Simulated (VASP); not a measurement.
# CdTe (F-43m) in VASP: a series of runs

The runs below take CdTe through relaxation of cell and atoms, single point, with RPBE+D4, PBE exchange alone, PBEsol.

All numbers are computed with VASP 6.6.1; they aren't measurements. Logs are shortened: lines on timing, memory, paths and dates and some standing lists are left out, and cuts for length are marked.

## 1. The cell of the first run

It takes space group F-43m (No. 216, cubic). Conventional cell: a = 6.410 Å, b = 6.410 Å, c = 6.410 Å, α = 90.00°, β = 90.00°, γ = 90.00°. Te (site symmetry -43m) has 4 Cd at 2.78 Å within 3.7 Å. Cd (site symmetry -43m) has 4 Te at 2.78 Å within 3.7 Å.

## 2. Relaxation of cell and atoms, RPBE+D4

File INCAR:

```
SYSTEM = CdTe
PREC     = Accurate       ! precision mode
ENCUT    = 600            ! plane-wave cutoff, eV
EDIFF    = 1E-7           ! SCF threshold, eV
ISMEAR   = -1             ! smearing method
SIGMA    = 0.05           ! smearing width, eV
LREAL    = .FALSE.        ! projectors in reciprocal space
LASPH    = .TRUE.         ! aspherical terms in the spheres
NELM     = 60             ! most SCF steps
ALGO     = Normal         ! electronic algorithm
ISIF     = 3              ! what is computed and relaxed
LWAVE    = .FALSE.        ! write WAVECAR
LCHARG   = .FALSE.        ! write CHGCAR
GGA      = RP             ! functional
IVDW     = 13             ! dispersion correction
IBRION   = 2              ! ionic algorithm
NSW      = 60             ! ionic steps
EDIFFG   = -0.01          ! ionic threshold
```

File KPOINTS:

```
Automatic mesh
0
G
  7 7 7
  0 0 0
```

File POSCAR:

```
CdTe
1.0
    0.0000000000      3.2050000000      3.2050000000
    3.2050000000      0.0000000000      3.2050000000
    3.2050000000      3.2050000000      0.0000000000
Te Cd
1 1
Direct
    0.7500000000      0.7500000000      0.7500000000
    0.0000000000      0.0000000000      0.0000000000
```

Potentials or basis: VASP PAW PBE potentials, release 64 (Te, Cd).

Run with:

```bash
$ cat potpaw_PBE.64/Te/POTCAR potpaw_PBE.64/Cd/POTCAR > POTCAR
$ mpirun -np 1 vasp_std > vasp.out
```

OUTCAR:

```text
SYSTEM = CdTe
   PREC = Accurate
   ENCUT = 600
   EDIFF = 1E-7
   ISMEAR = -1
   LREAL = .FALSE.
   LASPH = .TRUE.
   NELM = 60
   ISIF = 3
   GGA = RP
   IVDW = 13
   IBRION = 2
   NSW = 60
   EDIFFG = -0.01

 ion  position               nearest neighbor table
   1  0.750  0.750  0.750-   2 2.78   2 2.78   2 2.78   2 2.78
   2  0.000  0.000  0.000-   1 2.78   1 2.78   1 2.78   1 2.78

  LATTYP: Found a face centered cubic cell.
 ALAT       =     6.4100000000

  Lattice vectors:

 A1 = (   0.0000000000,   3.2050000000,   3.2050000000)
 A2 = (   3.2050000000,   0.0000000000,   3.2050000000)
 A3 = (   3.2050000000,   3.2050000000,   0.0000000000)

Analysis of symmetry for initial positions (statically):
=====================================================================
 Subroutine PRICEL returns:
 Original cell was already a primitive cell.

 Routine SETGRP: Setting up the symmetry group for a
 face centered cubic supercell.

 Subroutine GETGRP returns: Found 24 space group operations
 (whereof 24 operations were pure point group operations)
 out of a pool of 48 trial point group operations.

The static configuration has the point symmetry T_d .

Analysis of symmetry for dynamics (positions and initial velocities):
=====================================================================
 Subroutine PRICEL returns:
 Original cell was already a primitive cell.

 Routine SETGRP: Setting up the symmetry group for a
 face centered cubic supercell.

 Subroutine GETGRP returns: Found 24 space group operations
 (whereof 24 operations were pure point group operations)
 out of a pool of 48 trial point group operations.

The dynamic configuration has the point symmetry T_d .

 Subroutine INISYM returns: Found 24 space group operations
 (whereof 24 operations are pure point group operations),
 and found     1 'primitive' translations

----------------------------------------------------------------------------------------

                                     Primitive cell

  volume of cell :      65.8437

  direct lattice vectors                    reciprocal lattice vectors
     0.000000000  3.205000000  3.205000000    -0.156006240  0.156006240  0.156006240
     3.205000000  0.000000000  3.205000000     0.156006240 -0.156006240  0.156006240
     3.205000000  3.205000000  0.000000000     0.156006240  0.156006240 -0.156006240

  length of vectors
[... 42 lines left out ...]
  0.428571  0.000000  0.000000      8.000000
  0.142857  0.142857  0.000000      6.000000
  0.285714  0.142857  0.000000     24.000000
[... 12 lines left out ...]
 -0.428571  0.428571  0.142857     24.000000
 -0.285714  0.428571  0.142857     24.000000
   k-points           NKPTS =     20   k-points in BZ     NKDIM =     20   number of bands    NBANDS=     13
   number of dos      NEDOS =    301   number of ions     NIONS =      2
   total plane-waves  NPLWV =  46656
   dimension x,y,z NGX =    36 NGY =   36 NGZ =   36
   dimension x,y,z NGXF=    72 NGYF=   72 NGZF=   72
   ions per type =               1   1
   NGX,Y,Z   is equivalent  to a cutoff of  13.20, 13.20, 13.20 a.u.
   NGXF,Y,Z  is equivalent  to a cutoff of  26.41, 26.41, 26.41 a.u.
 SYSTEM =  CdTe
   PREC   = accura    normal or accurate (medium, high low for compatibility)
   ISTART =      0    job   : 0-new  1-cont  2-samecut
   ICHARG =      2    charge: 1-file 2-atom 10-const
   ISPIN  =      1    spin polarized calculation?
   LNONCOLLINEAR =      F non collinear calculations
   LSORBIT =      F    spin-orbit coupling
   LASPH  =      T    aspherical Exc in radial PAW
   ENCUT  =  600.0 eV  44.10 Ry    6.64 a.u.   9.05  9.05  9.05*2*pi/ulx,y,z
   NELM   =     60;   NELMIN=  2; NELMDL= -5     # of ELM steps
   EDIFF  = 0.1E-06   stopping-criterion for ELM
   LREAL  =      F    real-space projection
   EDIFFG = -.1E-01   stopping-criterion for IOM
   NSW    =     60    number of steps for IOM
   IBRION =      2    ionic relax: 0-MD 1-quasi-New 2-CG
   NFREE  =      1    steps in history (QN), initial steepest desc. (CG)
   ISIF   =      3    stress and relaxation
   ISYM   =      2    0-nonsym 1-usesym 2-fastsym
   POTIM  = 0.5000    time-step for ionic-motion
   TEBEG  =    0.0;   TEEND  =   0.0 temperature during run
   PSTRESS=    0.0 pullay stress
   NELECT =      18.0000    total number of electrons
   NUPDOWN=      -1.0000    fix difference up-down
   EMIN   =  10.00;   EMAX   =-10.00  energy-range for DOS
   EFERMI =   0.00;   METHOD = LEGACY
   ISMEAR =    -1;   SIGMA  =   0.05  broadening in eV -4-tet -1-fermi 0-gaus
   EFERMI_NEDOS =   21; number of points for ismear=-14 and -15
   IALGO  =     38    algorithm
   IMIX   =      4    mixing-type and parameters
     AMIX     =   0.40;   BMIX     =  1.00
     AMIX_MAG =   1.60;   BMIX_MAG =  1.00
  volume/ion in A,a.u.               =      32.92       222.17
  Fermi-wavevector in a.u.,A,eV,Ry     =   1.062497  2.007828 15.359610  1.128899
  Thomas-Fermi vector in A             =   2.197950
   LORBIT       =      0    0 simple, 1 ext, 2 COOP (PROOUT), +10 PAW based schemes
   GGA     = RP    functional components
   LHFCALC =     F    Hartree Fock is set to
   AEXX    =    0.0000 exact exchange contribution
   IVDW    =    13    specifies the selected vdW correction
   LEPSILON=     F    determine dielectric tensor
   LRPA    =     F    only Hartree local field effects (RPA)
 conjugate gradient relaxation of ions
 non-spin polarized calculation
  energy-cutoff  :      600.00
  volume of cell :       65.84
 maximum number of plane-waves:      2213
   NGX = 19   NGY = 19   NGZ = 19

--------------------------------------- Ionic step        1  -------------------------------------------

 number of electron      17.9999995 magnetization

 Free energy of the ion-electron system (eV)
  ---------------------------------------------------
  ext. energy  EPLUGINS =         0.00000000
  ---------------------------------------------------
  free energy    TOTEN  =        -4.02229150 eV

  energy without entropy =       -4.02229105  energy(sigma->0) =       -4.02229127

------------------------ aborting loop because EDIFF is reached ----------------------------------------

  DFT-D4 for vdW energy calculation

  Edisp (eV):   -1.30758
[... 71 lines left out ...]
--------------------------------------- Ionic step        3  -------------------------------------------

 number of electron      18.0000001 magnetization

 Free energy of the ion-electron system (eV)
  ---------------------------------------------------
  ext. energy  EPLUGINS =         0.00000000
  ---------------------------------------------------
  free energy    TOTEN  =        -4.12492830 eV

  energy without entropy =       -4.12492632  energy(sigma->0) =       -4.12492731

 E-fermi :   2.7589     XC(G=0):  -8.2793

 val. band max:        2.2943075428   @ k =   0.0000   0.0000   0.0000
 cond. band min:       3.1582463924   @ k =   0.0000   0.0000   0.0000
 fundamental gap:      0.8639388497
 Fermi energy:         2.7588974299

 k-point     1 :       0.0000    0.0000    0.0000
  band No.  band energies     occupation
      1      -8.7287      2.00000
      2      -5.9371      2.00000
      3      -5.9371      2.00000
      4      -5.9371      2.00000
      5      -5.6925      2.00000
      6      -5.6925      2.00000
      7       2.2943      1.99982
      8       2.2943      1.99982
      9       2.2943      1.99982
     10       3.1582      0.00068
     11       6.9701      0.00000
     12       6.9701      0.00000
     13       6.9701      0.00000
[... 335 lines left out ...]
  FREE ENERGIE OF THE ION-ELECTRON SYSTEM (eV)
  ---------------------------------------------------
  free  energy   TOTEN  =        -5.3531176794 eV

  energy  without entropy=       -5.3531157044  energy(sigma->0) =       -5.35311669

 reached required accuracy - stopping structural energy minimisation
```

OSZICAR:

```text
N       E                     dE             d eps       ncg     rms          rms(c)
DAV:   1     0.114308463685E+03    0.11431E+03   -0.91657E+03   520   0.135E+03
DAV:   2     0.353696287272E+00   -0.11395E+03   -0.10930E+03   575   0.294E+02
DAV:   3    -0.418481636798E+01   -0.45385E+01   -0.45283E+01   640   0.614E+01
[... 32 lines left out ...]
DAV:   5    -0.412491872335E+01    0.86119E-05   -0.10250E-04   560   0.133E-01    0.473E-02
DAV:   6    -0.412492802152E+01   -0.92982E-05   -0.30388E-05   568   0.585E-02    0.130E-02
DAV:   7    -0.412492748530E+01    0.53622E-06   -0.20594E-06   605   0.172E-02    0.360E-03
DAV:   8    -0.412492827920E+01   -0.79390E-06   -0.15231E-06   540   0.934E-03    0.137E-03
DAV:   9    -0.412492829968E+01   -0.20479E-07   -0.78638E-08   498   0.179E-03
   3 F= -.53531177E+01 E0= -.53531167E+01  d E =-.232418E-01
```

It took 91 s on 1 thread of AMD EPYC 7R43 (Zen 3), shared host; peak memory 0.2 GiB.

What came out:

```
Free energy                           : -5.3531 eV
Relaxed volume                        : 34.67 Å³/atom
Relaxed cell                          : a = 4.611 Å, b = 4.611 Å, c = 4.611 Å, α = 60.00°, β = 60.00°, γ = 60.00°
Space group after relaxing (to 0.1 Å) : F-43m (No. 216)
Energy gained by relaxing             : 11.6 meV/atom
Ionic steps                           : 3
Pressure after relaxing               : 0.0 GPa
Band gap on the k mesh                : 0.86 eV
Dispersion energy per atom            : -0.614 eV
```

Step by step:
| step | energy change (eV) | largest force (eV/Å) | pressure (GPa) | volume (Å³) |
| --- | --- | --- | --- | --- |
| 1 | 0.0000 | 0.0000 | 2.24 | 65.84 |
| 2 | -0.0216 | 0.0000 | -0.51 | 70.32 |
| 3 | -0.0232 | 0.0000 | 0.01 | 69.34 |

Final structure:
```cif
data_structure
_symmetry_space_group_name_H-M 'P 1'
_symmetry_Int_Tables_number 1
_cell_length_a 4.6114
_cell_length_b 4.6114
_cell_length_c 4.6114
_cell_angle_alpha 60.000
_cell_angle_beta 60.000
_cell_angle_gamma 60.000
_cell_volume 69.34
loop_
_atom_site_label
_atom_site_type_symbol
_atom_site_fract_x
_atom_site_fract_y
_atom_site_fract_z
_atom_site_occupancy
Te1 Te 0.75000 0.75000 0.75000 1
Cd1 Cd 0.00000 0.00000 0.00000 1
```

Caveat: the PAW data sets were made with another functional, which shifts forces and pressure a little; spin-orbit coupling is left out, which moves the levels of the heavy elements. Zero-point motion and thermal expansion aren't in these numbers.

## 3. Relaxation of cell and atoms, PBE exchange alone

File INCAR:

```
PREC = Accurate ; ENCUT = 600
EDIFF = 1E-7 ; ISMEAR = -1
SIGMA = 0.05 ; LREAL = F
LASPH = T ; NELM = 60
ALGO = Normal ; ISIF = 3
LWAVE = F ; LCHARG = F
GGA = PE ; ALDAC = 0.0
AGGAC = 0.0 ; IBRION = 2
NSW = 60 ; EDIFFG = -0.01
```

File KPOINTS:

```
Automatic mesh
0
Gamma
  7 7 7
```

POSCAR is that of step 2.

Potentials or basis: VASP PAW PBE potentials, release 64 (Te, Cd).

Run with:

```bash
$ cat potpaw_PBE.64/Te/POTCAR potpaw_PBE.64/Cd/POTCAR > POTCAR
$ mpirun -np 1 vasp_std > vasp.out
```

It took 1.7 min on 1 thread of AMD EPYC 7R43 (Zen 3), shared host; peak memory 0.18 GiB.

Results (log left out):

```
Free energy                           : -2.9731 eV
Relaxed volume                        : 43.88 Å³/atom
Relaxed cell                          : a = 4.988 Å, b = 4.988 Å, c = 4.988 Å, α = 60.00°, β = 60.00°, γ = 60.00°
Space group after relaxing (to 0.1 Å) : F-43m (No. 216)
Energy gained by relaxing             : 300.0 meV/atom
Ionic steps                           : 4
Pressure after relaxing               : 0.0 GPa
Band gap on the k mesh                : zero (filled and empty bands touch)
```

Step by step:
```tsv
step	energy change (eV)	largest force (eV/Å)	pressure (GPa)	volume (Å³)
1	0.0000	0.0000	11.62	65.84
2	-0.5914	0.0000	-0.74	91.33
3	-0.5998	0.0000	0.14	87.15
4	-0.6001	0.0000	-0.01	87.76
```

Final structure:
```cif
data_structure
_symmetry_space_group_name_H-M 'P 1'
_symmetry_Int_Tables_number 1
_cell_length_a 4.9882
_cell_length_b 4.9882
_cell_length_c 4.9882
_cell_angle_alpha 60.000
_cell_angle_beta 60.000
_cell_angle_gamma 60.000
_cell_volume 87.76
loop_
_atom_site_label
_atom_site_type_symbol
_atom_site_fract_x
_atom_site_fract_y
_atom_site_fract_z
_atom_site_occupancy
Te1 Te 0.75000 0.75000 0.75000 1
Cd1 Cd 0.00000 0.00000 0.00000 1
```

Levels at points of the mesh, in eV from the Fermi level:
```csv
k point,band 5,band 6,band 7,band 8,band 9,band 10,band 11,band 12,band 13
"(0.00, 0.00, 0.00)",-7.58,-7.58,-0.11,-0.09,-0.09,-0.09,4.55,4.55,4.55
```

Caveat: the volume moved by over 15 % at a fixed basis, so the end points are rough; semilocal functionals underestimate gaps, so a narrow gap can read as zero; spin-orbit coupling is left out, which moves the levels of the heavy elements. Zero-point motion and thermal expansion aren't in these numbers.

[end of part 1 of 2]
